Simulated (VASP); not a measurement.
Input of a VASP 6.6.1 run:

INCAR

```
SYSTEM = Ni
  PREC = Accurate
  ENCUT = 520
  EDIFF = 1E-6
  ISMEAR = 0
  SIGMA = 0.1
  LREAL = .False.
  LASPH = .True.
  NELM = 150
  ALGO = Normal
  ISIF = 2
  LWAVE = .False.
  LCHARG = .True.
  ISPIN = 2
  MAGMOM = 0.65
  LORBIT = 11
  LMAXMIX = 4
  GGA = PE
  LELF = .True.
  LVHAR = .True.
  NBANDS = 15
```

The input KPOINTS:

```
Automatic mesh
0
Gamma
  27 27 24
  0 0 0
```

The input POSCAR:

```
Ni
1.0
    2.4117546902      0.0000000000      0.0000000000
   -1.2058773451      2.0886408295      0.0000000000
    0.0000000000      0.0000000000      2.3483548998
Ni
1
Direct
    0.0000000000      0.0000000000      0.0000000000
```

Potentials or basis: VASP PAW PBE potentials, release 64 (Ni).

Run with:

```console
$ cat potpaw_PBE.64/Ni/POTCAR > POTCAR
$ mpirun -np 1 vasp_std > vasp.out
```

Q: Predict the pressure.

A: -0.2 GPa.

Q: Estimate the net moment.

A: 0.50 μB per cell.

Stress tensor (GPa, compression positive):
```
-0.09  0.00  0.00
 0.00 -0.09  0.00
 0.00  0.00 -0.35
```
